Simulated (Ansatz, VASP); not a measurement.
# One calculation of CaO, two programs

Contents of POSCAR:

```
CaO
1.0
    3.9609338102      0.0000000000      0.0000000000
   -1.9804669051      3.4302693023      0.0000000000
    0.0000000000      0.0000000000      4.7823701792
Ca O
2 2
Direct
    0.3333333333      0.6666666667     -0.0625000000
    0.6666666667      0.3333333333      0.4375000000
    0.3333333333      0.6666666667      0.4375000000
    0.6666666667      0.3333333333      0.9375000000
```

INCAR.step1

```
SYSTEM = CaO
PREC = Accurate
ENCUT = 520
ISMEAR = 0
SIGMA = 0.01
LREAL = .FALSE.
LASPH = .TRUE.
NELM = 80
NBANDS = 24
GGA = PE
ALGO = Normal
EDIFF = 1E-4
LWAVE = .TRUE.
LCHARG = .FALSE.
```

INCAR.step2

```
SYSTEM = CaO
PREC = Accurate
ENCUT = 520
EDIFF = 1E-6
ISMEAR = 0
SIGMA = 0.01
LREAL = .FALSE.
LASPH = .TRUE.
NELM = 80
ALGO = Normal
ISIF = 2
LWAVE = .FALSE.
LCHARG = .TRUE.
METAGGA = R2SCAN
LMIXTAU = .TRUE.
LELF = .TRUE.
LVHAR = .TRUE.
NBANDS = 24
ISTART = 1
```

Contents of KPOINTS:

```
regular mesh
0
G
  12 12 6
  0 0 0
```

Input for Ansatz:

```yaml
crystal:
  lattice:
    - [3.9609338102, 0.0, 0.0]
    - [-1.9804669051, 3.4302693023, 0.0]
    - [0.0, 0.0, 4.7823701792]
  atoms:
    - { symbol: Ca, position: [0.3333333333, 0.6666666667, -0.0625] }
    - { symbol: Ca, position: [0.6666666667, 0.3333333333, 0.4375] }
    - { symbol: O, position: [0.3333333333, 0.6666666667, 0.4375] }
    - { symbol: O, position: [0.6666666667, 0.3333333333, 0.9375] }
kpoints:
  mp_grid: { grid: [12, 12, 6] }
  band_path:
    path:
      - [0.0, 0.0, 0.0]
      - [0.5, 0.0, 0.0]
      - [0.3333333333, 0.3333333333, 0.0]
      - [0.0, 0.0, 0.5]
      - [0.5, 0.0, 0.5]
      - [0.3333333333, 0.3333333333, 0.5]
    npoints: 1
hamiltonian:
  xc: r2scan
scf:
  occupations: { method: fixed }
  n_extra_bands: 5
output:
  forces: true
  stress: true
  eigenvalues: true
```

Change from the starting cell: epitaxial_xy strain -0.5%.

Alike in both runs: task single point; functional r2SCAN; k mesh 12 × 12 × 6; no spin polarisation.

```csv
,VASP,Ansatz
version,VASP 6.6.1,Ansatz 0.2.0
potentials or method,"VASP PAW PBE potentials, release 64 (Ca_sv, O)","plane waves, PAW"
plane-wave cutoff (eV),520,500
occupations,"gaussian, width 0.01 eV",fixed
valence electrons in the cell,32,32
```

|  | VASP | Ansatz | Ansatz less VASP |
| --- | --- | --- | --- |
| gap on the k mesh at the Fermi level (eV) | 3.66 | 3.68 | +0.020 |
| pressure (GPa) | 1.7 | 0.7 | -1.00 |
| traceless stress, the component that is largest in VASP (GPa) | -0.80 | -0.70 | +0.100 |

VASP's potentials were made for PBE, not for r2SCAN.
